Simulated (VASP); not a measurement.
The system is Si3As.

```
Si As
1.0
     3.28334    0.00000    0.00000
     0.00000    3.28334    0.00000
     0.00000    0.00000    6.34061
Si As
3 1
Cartesian
  1.6417 1.6417 1.4998
  1.6417 1.6417 4.8408
  0.0000 0.0000 3.1703
  0.0000 0.0000 0.0000
```

The cell was built from a structure type or drawn by symmetry, and may not be a known phase.

* Program: VASP 6.6.1
* Task: relaxation of cell and atoms
* Functional: PBE
* Potentials or basis: VASP PAW PBE potentials, release 64 (Si, As)
* Cutoff: 600 eV
* k mesh: 6 × 6 × 4
* Occupations: gaussian, width 0.1 eV
* Spin: no spin polarisation

At the start: pressure -4.5 GPa; volume 17.09 Å³/atom.

**Question.** Where does the relaxation end?

**Answer.** Over 12 steps the energy falls by 62.3 meV/atom and the volume is 15.95 Å³/atom (-6.7 %); space group P4/mmm (No. 123, to 0.1 Å) before and after.

The path:
| step | energy change (eV) | largest force (eV/Å) | pressure (GPa) | volume (Å³) |
| --- | --- | --- | --- | --- |
| 1 | 0.0000 | 0.3455 | -4.47 | 68.35 |
| 2 | -0.0951 | 0.4572 | -0.03 | 63.74 |
| 3 | -0.0970 | 0.5015 | 0.87 | 63.02 |
| 4 | -0.1239 | 0.4309 | 0.77 | 62.93 |
| 5 | -0.1867 | 0.4715 | 0.98 | 62.67 |
| 6 | -0.1866 | 0.5606 | 3.51 | 62.06 |
| 7 | -0.2015 | 0.4336 | 1.20 | 62.53 |
| 8 | -0.2335 | 0.1678 | 1.97 | 62.30 |
| 9 | -0.2234 | 0.0090 | -3.01 | 66.38 |
| 10 | -0.2474 | 0.0905 | -0.36 | 63.99 |
| 11 | -0.2474 | 0.0921 | -0.32 | 63.96 |
| 12 | -0.2490 | 0.0085 | -0.04 | 63.81 |

Final structure:
```
CELL_PARAMETERS angstrom
3.30017 0.00000 0.00000
0.00000 3.30017 0.00000
0.00000 0.00000 5.85863
ATOMIC_POSITIONS crystal
Si 0.50000 0.50000 0.28120
Si 0.50000 0.50000 0.71880
Si 0.00000 0.00000 0.50000
As 0.00000 0.00000 0.00000
```

Caveat: the highest band is partly filled, so the run has too few bands.
